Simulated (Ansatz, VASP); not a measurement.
# Two plane-wave programs on TiC

INCAR

```
  PREC = Accurate
  ENCUT = 600
  EDIFF = 1E-7
  ISMEAR = -1
  SIGMA = 0.05
  LREAL = False
  LASPH = True
  NELM = 80
  ALGO = Normal
  ISIF = 3
  LWAVE = False
  LCHARG = False
  GGA = PE
  IBRION = 2
  NSW = 60
  EDIFFG = -0.005
```

KPOINTS

```
regular mesh
0
Gamma
  16 16 16
```

File POSCAR:

```
TiC
1.0
    0.0000000000      2.1544346900      2.1544346900
    2.1544346900      0.0000000000      2.1544346900
    2.1544346900      2.1544346900      0.0000000000
Ti C
1 1
Direct
    0.0000000000      0.0000000000      0.0000000000
    0.5000000000      0.5000000000      0.5000000000
```

Input for Ansatz:

```yaml
crystal:
  lattice:
    - [0.0, 2.15443469, 2.15443469]
    - [2.15443469, 0.0, 2.15443469]
    - [2.15443469, 2.15443469, 0.0]
  atoms:
    - { symbol: Ti, position: [0.0, 0.0, 0.0] }
    - { symbol: C, position: [0.5, 0.5, 0.5] }
kpoints:
  mp_grid: { grid: [16, 16, 16] }
scf:
  occupations: { method: fermi_dirac, width: 0.05 }
hamiltonian:
  xc: pbe
  pseudopotentials: { kind: paw }
output:
  forces: true
  stress: true
relax:
  f_tol: 0.005
  max_steps: 40
  cell: {}
```

Alike in both runs: task relaxation of cell and atoms; functional PBE; k mesh 16 × 16 × 16; occupations fermi-dirac, width 0.05 eV; no spin polarisation.

```csv
,VASP,Ansatz
version,VASP 6.6.1,Ansatz 0.2.0
potentials or method,"VASP PAW PBE potentials, release 64 (Ti_sv, C)","PAW with Ansatz's default frozen-core files, scalar-relativistic"
plane-wave cutoff (eV),600,420
valence electrons in the cell,16,16
```

|  | VASP | Ansatz | Ansatz less VASP |
| --- | --- | --- | --- |
| relaxed volume (Å³/atom) | 10.17 | 10.17 | -0.008 |
| relaxed cell length with the largest relative difference (Å) | 3.064 | 3.064 | -0.0008 |
